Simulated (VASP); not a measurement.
# SiNi (P2_13) in VASP: single point with PBEsol

Aim: the single point of SiNi with PBEsol.

Everything below comes from runs of VASP 6.6.1. Logs are shortened: lines on timing, memory, paths and dates and some standing lists are left out, and cuts for length are marked.

**1. The cell of the first run**

It takes space group P2_13 (No. 198, cubic). Conventional cell: a = 4.468 Å, b = 4.468 Å, c = 4.468 Å, α = 90.00°, β = 90.00°, γ = 90.00°. Within 3.1 Å of Si (site symmetry 3) lie 7 Ni at 2.34 to 2.42 Å and 6 Si at 2.76 Å. Within 3.1 Å of Ni (site symmetry 3) lie 7 Si at 2.34 to 2.42 Å and 6 Ni at 2.75 Å.

**2. Single point, PBEsol**

The input, INCAR:

```
SYSTEM = SiNi
PREC     = Accurate       ! precision mode
ENCUT    = 520            ! plane-wave cutoff, eV
EDIFF    = 1E-6           ! SCF threshold, eV
ISMEAR   = 0              ! smearing method
SIGMA    = 0.1            ! smearing width, eV
LREAL    = Auto         
LASPH    = .TRUE.         ! aspherical terms in the spheres
NELM     = 80             ! most SCF steps
ALGO     = Normal         ! electronic algorithm
ISIF     = 2              ! what is computed and relaxed
LWAVE    = .FALSE.        ! write WAVECAR
LCHARG   = .TRUE.         ! write CHGCAR
GGA      = PS             ! functional
LELF     = .TRUE.         ! ELF
LVHAR    = .TRUE.       
NBANDS   = 70             ! bands
```

The input, KPOINTS:

```
Automatic mesh
0
G
  8 8 8
  0 0 0
```

The input, POSCAR:

```
SiNi
1.0
   -4.4679769961      4.4679769961      0.0000000000
    0.0000000000      4.4679769961     -4.4679769961
   -4.4679769961      0.0000000000     -4.4679769961
Si Ni
8 8
Direct
    0.9232322644      0.9232322644      0.2303032069
    0.4232322644      0.4232322644      0.7303032069
    0.4232322644      0.7303032069      0.9232322644
    0.9232322644      0.2303032069      0.4232322644
    0.7303032069      0.9232322644      0.9232322644
    0.2303032069      0.4232322644      0.4232322644
    0.9232322644      0.4232322644      0.9232322644
    0.4232322644      0.9232322644      0.4232322644
    0.5744952443      0.5744952443      0.2765142670
    0.0744952443      0.0744952443      0.7765142670
    0.0744952443      0.7765142670      0.5744952443
    0.5744952443      0.2765142670      0.0744952443
    0.7765142670      0.5744952443      0.5744952443
    0.2765142670      0.0744952443      0.0744952443
    0.5744952443      0.0744952443      0.5744952443
    0.0744952443      0.5744952443      0.0744952443
```

Potentials or basis: VASP PAW PBE potentials, release 64 (Si, Ni).

On the command line:

```bash
$ cat potpaw_PBE.64/Si/POTCAR potpaw_PBE.64/Ni/POTCAR > POTCAR
$ mpirun -np 1 vasp_std > vasp.out
```

OUTCAR:

```text
SYSTEM = SiNi
   PREC = Accurate
   ENCUT = 520
   EDIFF = 1E-6
   ISMEAR = 0
   LREAL = Auto
   LASPH = .TRUE.
   NELM = 80
   ISIF = 2
   GGA = PS

 ion  position               nearest neighbor table
   1  0.923  0.923  0.230-  10 2.34  11 2.38  15 2.38  13 2.38  14 2.42  12 2.42  16 2.42   7 2.76
                             3 2.76   4 2.76   5 2.76   6 2.76   8 2.76
   2  0.423  0.423  0.730-   9 2.34  12 2.38  16 2.38  14 2.38  13 2.42  11 2.42  15 2.42   8 2.76
                             3 2.76   4 2.76   6 2.76   5 2.76   7 2.76
   3  0.423  0.730  0.923-  12 2.34  14 2.38  15 2.38  10 2.38   9 2.42  13 2.42  16 2.42   7 2.76
                             2 2.76   5 2.76   6 2.76   8 2.76   1 2.76
   4  0.923  0.230  0.423-  11 2.34  13 2.38  16 2.38   9 2.38  10 2.42  14 2.42  15 2.42   8 2.76
                             1 2.76   5 2.76   6 2.76   7 2.76   2 2.76
   5  0.730  0.923  0.923-  14 2.34  10 2.38  16 2.38  11 2.38  12 2.42   9 2.42  15 2.42   8 2.76
                             1 2.76   2 2.76   3 2.76   4 2.76   7 2.76
   6  0.230  0.423  0.423-  13 2.34   9 2.38  15 2.38  12 2.38  11 2.42  10 2.42  16 2.42   7 2.76
                             1 2.76   2 2.76   4 2.76   3 2.76   8 2.76
   7  0.923  0.423  0.923-  16 2.34  12 2.38  13 2.38  10 2.38  11 2.42  14 2.42   9 2.42   4 2.76
                             5 2.76   2 2.76   6 2.76   1 2.76   3 2.76
   8  0.423  0.923  0.423-  15 2.34  11 2.38  14 2.38   9 2.38  13 2.42  10 2.42  12 2.42   3 2.76
                             6 2.76   1 2.76   5 2.76   2 2.76   4 2.76
   9  0.574  0.574  0.277-   2 2.34   6 2.38   4 2.38   8 2.38   3 2.42   7 2.42   5 2.42  12 2.75
                            13 2.75  14 2.75  16 2.75  15 2.75  11 2.75
  10  0.074  0.074  0.777-   1 2.34   5 2.38   3 2.38   7 2.38   4 2.42   8 2.42   6 2.42  11 2.75
                            13 2.75  14 2.75  15 2.75  16 2.75  12 2.75
  11  0.074  0.777  0.574-   4 2.34   1 2.38   5 2.38   8 2.38   6 2.42   7 2.42   2 2.42   9 2.75
                            10 2.75  13 2.75  16 2.75  14 2.75  15 2.75
  12  0.574  0.277  0.074-   3 2.34   2 2.38   6 2.38   7 2.38   5 2.42   8 2.42   1 2.42   9 2.75
                            10 2.75  14 2.75  15 2.75  13 2.75  16 2.75
  13  0.777  0.574  0.574-   6 2.34   4 2.38   1 2.38   7 2.38   2 2.42   8 2.42   3 2.42   9 2.75
                            11 2.75  12 2.75  15 2.75  16 2.75  10 2.75
  14  0.277  0.074  0.074-   5 2.34   3 2.38   2 2.38   8 2.38   1 2.42   7 2.42   4 2.42  10 2.75
                            11 2.75  12 2.75  16 2.75  15 2.75   9 2.75
  15  0.574  0.074  0.574-   8 2.34   3 2.38   6 2.38   1 2.38   5 2.42   2 2.42   4 2.42   9 2.75
                            11 2.75  14 2.75  12 2.75  13 2.75  10 2.75
  16  0.074  0.574  0.074-   7 2.34   4 2.38   5 2.38   2 2.38   3 2.42   6 2.42   1 2.42  10 2.75
                            12 2.75  13 2.75  11 2.75  14 2.75   9 2.75

  LATTYP: Found a face centered cubic cell.
 ALAT       =     8.9359539922

  Lattice vectors:

 A1 = (  -4.4679769961,   4.4679769961,   0.0000000000)
 A2 = (   0.0000000000,   4.4679769961,  -4.4679769961)
 A3 = (  -4.4679769961,   0.0000000000,  -4.4679769961)

Analysis of symmetry for initial positions (statically):
=====================================================================
 Subroutine PRICEL returns following result:

  LATTYP: Found a simple cubic cell.
 ALAT       =     4.4679769961

  Lattice vectors:

 A1 = (   0.0000000000,   0.0000000000,   4.4679769961)
 A2 = (   0.0000000000,   4.4679769961,   0.0000000000)
 A3 = (  -4.4679769961,   0.0000000000,   0.0000000000)

   2 primitive cells build up your supercell.

 Routine SETGRP: Setting up the symmetry group for a
 face centered cubic supercell.

 Subroutine GETGRP returns: Found 12 space group operations
 (whereof  3 operations were pure point group operations)
 out of a pool of 48 trial point group operations.

The static configuration has the point symmetry C_3 .
 The point group associated with its full space group is T   .

Analysis of symmetry for dynamics (positions and initial velocities):
=====================================================================
 Subroutine PRICEL returns following result:

  LATTYP: Found a simple cubic cell.
 ALAT       =     4.4679769961

  Lattice vectors:

 A1 = (   0.0000000000,   0.0000000000,   4.4679769961)
 A2 = (   0.0000000000,   4.4679769961,   0.0000000000)
 A3 = (  -4.4679769961,   0.0000000000,   0.0000000000)

   2 primitive cells build up your supercell.

 Routine SETGRP: Setting up the symmetry group for a
 face centered cubic supercell.

 Subroutine GETGRP returns: Found 12 space group operations
[... 56 lines left out ...]
    -0.013988434  0.013988434  0.013988434     0.125000000  0.000000000  0.000000000
     0.013988434  0.013988434 -0.013988434     0.000000000  0.125000000  0.000000000
    -0.013988434 -0.013988434 -0.013988434     0.000000000  0.000000000  0.125000000

  Length of vectors
     0.024228678  0.024228678  0.024228678

  Shift w.r.t. Gamma in fractional coordinates (k-lattice)
     0.000000000  0.000000000  0.000000000

 Subroutine IBZKPT returns following result:
 ===========================================

 Found     35 irreducible k-points:

 Following reciprocal coordinates:
            Coordinates               Weight
  0.000000  0.000000  0.000000      1.000000
  0.125000  0.000000  0.000000      8.000000
  0.250000  0.000000  0.000000      8.000000
  0.375000  0.000000  0.000000      8.000000
  0.500000  0.000000  0.000000      4.000000
  0.125000  0.125000  0.000000      6.000000
[... 16 lines left out ...]
  0.250000  0.125000 -0.125000     12.000000
  0.500000  0.250000  0.125000     24.000000
 [... further k-points ...]
   k-points           NKPTS =     35   k-points in BZ     NKDIM =     35   number of bands    NBANDS=     70
   number of dos      NEDOS =    301   number of ions     NIONS =     16
   total plane-waves  NPLWV = 110592
   dimension x,y,z NGX =    48 NGY =   48 NGZ =   48
   dimension x,y,z NGXF=    96 NGYF=   96 NGZF=   96
   ions per type =               8   8
   NGX,Y,Z   is equivalent  to a cutoff of  12.63, 12.63, 12.63 a.u.
   NGXF,Y,Z  is equivalent  to a cutoff of  25.26, 25.26, 25.26 a.u.
 SYSTEM =  SiNi
   PREC   = accura    normal or accurate (medium, high low for compatibility)
   ISTART =      0    job   : 0-new  1-cont  2-samecut
   ICHARG =      2    charge: 1-file 2-atom 10-const
   ISPIN  =      1    spin polarized calculation?
   LNONCOLLINEAR =      F non collinear calculations
   LSORBIT =      F    spin-orbit coupling
   LASPH  =      T    aspherical Exc in radial PAW
   ENCUT  =  520.0 eV  38.22 Ry    6.18 a.u.  11.75 11.75 11.75*2*pi/ulx,y,z
   NELM   =     80;   NELMIN=  2; NELMDL= -5     # of ELM steps
   EDIFF  = 0.1E-05   stopping-criterion for ELM
   LREAL  =      T    real-space projection
   EDIFFG = 0.1E-04   stopping-criterion for IOM
   NSW    =      0    number of steps for IOM
   IBRION =     -1    ionic relax: 0-MD 1-quasi-New 2-CG
   NFREE  =      0    steps in history (QN), initial steepest desc. (CG)
   ISIF   =      2    stress and relaxation
   ISYM   =      2    0-nonsym 1-usesym 2-fastsym
   POTIM  = 0.5000    time-step for ionic-motion
   TEBEG  =    0.0;   TEEND  =   0.0 temperature during run
   PSTRESS=    0.0 pullay stress
   NELECT =     112.0000    total number of electrons
   NUPDOWN=      -1.0000    fix difference up-down
   EMIN   =  10.00;   EMAX   =-10.00  energy-range for DOS
   EFERMI =   0.00;   METHOD = LEGACY
   ISMEAR =     0;   SIGMA  =   0.10  broadening in eV -4-tet -1-fermi 0-gaus
   EFERMI_NEDOS =   21; number of points for ismear=-14 and -15
   IALGO  =     38    algorithm
   IMIX   =      4    mixing-type and parameters
     AMIX     =   0.40;   BMIX     =  1.00
     AMIX_MAG =   1.60;   BMIX_MAG =  1.00
  volume/ion in A,a.u.               =      11.15        75.24
  Fermi-wavevector in a.u.,A,eV,Ry     =   1.401823  2.649062 26.736922  1.965108
  Thomas-Fermi vector in A             =   2.524646
   LORBIT       =      0    0 simple, 1 ext, 2 COOP (PROOUT), +10 PAW based schemes
   GGA     = PS    functional components
   LHFCALC =     F    Hartree Fock is set to
   AEXX    =    0.0000 exact exchange contribution
   IVDW    =     0    specifies the selected vdW correction
   LEPSILON=     F    determine dielectric tensor
   LRPA    =     F    only Hartree local field effects (RPA)
 non-spin polarized calculation
 Gauss-broadening in eV      SIGMA  =   0.10
  energy-cutoff  :      520.00
  volume of cell :      178.39
 maximum number of plane-waves:      4909
   NGX = 23   NGY = 23   NGZ = 23

 number of electron     112.0000018 magnetization

 Free energy of the ion-electron system (eV)
  ---------------------------------------------------
  ext. energy  EPLUGINS =         0.00000000
  ---------------------------------------------------
  free energy    TOTEN  =      -103.17722310 eV

  energy without entropy =     -103.15418247  energy(sigma->0) =     -103.16570278

 E-fermi :  12.1979     XC(G=0): -12.7928

 val. band max:       12.1859596929   @ k =   0.5000   0.3750   0.0000
 cond. band min:      12.2348818434   @ k =   0.2500   0.1250   0.0000
 fundamental gap:      0.0489221505
 Fermi energy:        12.1978582707

 k-point     1 :       0.0000    0.0000    0.0000
  band No.  band energies     occupation
      1      -2.2249      2.00000
      2       2.0055      2.00000
      3       2.0055      2.00000
      4       2.0055      2.00000
      5       2.0055      2.00000
      6       3.2752      2.00000
[... 1693 lines left out ...]
     67      15.1065      0.00000
     68      15.4280      0.00000

 [... further k-points ...]

 [bands above 68 left out]

------------------------ aborting loop because EDIFF is reached ----------------------------------------

  FORCE on cell =-STRESS in cart. coord.  units (eV):
  Direction    XX          YY          ZZ          XY          YZ          ZX
  --------------------------------------------------------------------------------------
  -------------------------------------------------------------------------------------
  Total        0.2657819      0.2657819      0.2657819      0.0000000      0.0000000      0.0000000
  in kB        2.3871141      2.3871141      2.3871141      0.0000000      0.0000000      0.0000000
  external PRESSURE =       2.3871141 kB  Pullay stress =       0.0000000 kB

 VOLUME and BASIS-vectors are now :
 -----------------------------------------------------------------------------
  energy-cutoff  :      520.00
  volume of cell :      178.39
      direct lattice vectors                 reciprocal lattice vectors
    -4.467976996  4.467976996  0.000000000    -0.111907470  0.111907470  0.111907470
     0.000000000  4.467976996 -4.467976996     0.111907470  0.111907470 -0.111907470
    -4.467976996  0.000000000 -4.467976996    -0.111907470 -0.111907470 -0.111907470

 POSITION                                       TOTAL-FORCE (eV/Angst)
 -----------------------------------------------------------------------------------
     -5.15397      8.24996     -5.15397         0.001774      0.001774      0.001774
     -5.15397      3.78198     -5.15397         0.001774      0.001774      0.001774
     -6.01597      5.15397     -7.38796        -0.001774     -0.001774      0.001774
     -6.01597      5.15397     -2.91998        -0.001774     -0.001774      0.001774
     -7.38796      7.38796     -8.24996         0.001774     -0.001774     -0.001774
     -2.91998      2.91998     -3.78198         0.001774     -0.001774     -0.001774
[... 8 lines left out ...]
     -5.13366      2.89967     -2.89967        -0.000732      0.000732     -0.000732
     -0.66569      2.89967     -2.89967        -0.000732      0.000732     -0.000732
 -----------------------------------------------------------------------------------
    total drift:                               -0.000004      0.000003     -0.000004

  FREE ENERGIE OF THE ION-ELECTRON SYSTEM (eV)
  ---------------------------------------------------
  free  energy   TOTEN  =      -103.1772230981 eV

  energy  without entropy=     -103.1541824677  energy(sigma->0) =     -103.16570278
```

Wall time 16 min (1 thread of Intel Xeon Platinum 8488C (Sapphire Rapids), shared host); peak memory 0.48 GiB.

What came out:

```
Free energy            : -103.1772 eV
Pressure               : 0.2 GPa
Largest force          : 0.003 eV/Å
Band gap on the k mesh : zero (bands 56 and 57 overlap by 1.23 eV)
```

Forces in eV/Å, atoms in the order of the input:
```
Si   0.002  0.002  0.002
Si   0.002  0.002  0.002
Si  -0.002 -0.002  0.002
Si  -0.002 -0.002  0.002
Si   0.002 -0.002 -0.002
Si   0.002 -0.002 -0.002
Si  -0.002  0.002 -0.002
Si  -0.002  0.002 -0.002
Ni   0.001  0.001  0.001
Ni   0.001  0.001  0.001
Ni  -0.001 -0.001  0.001
Ni  -0.001 -0.001  0.001
Ni   0.001 -0.001 -0.001
Ni   0.001 -0.001 -0.001
Ni  -0.001  0.001 -0.001
Ni  -0.001  0.001 -0.001
```

Caveat: the PAW data sets were made with another functional, which shifts forces and pressure a little.

The gap in the log of VASP goes by the Fermi energy; the results here count the filled bands.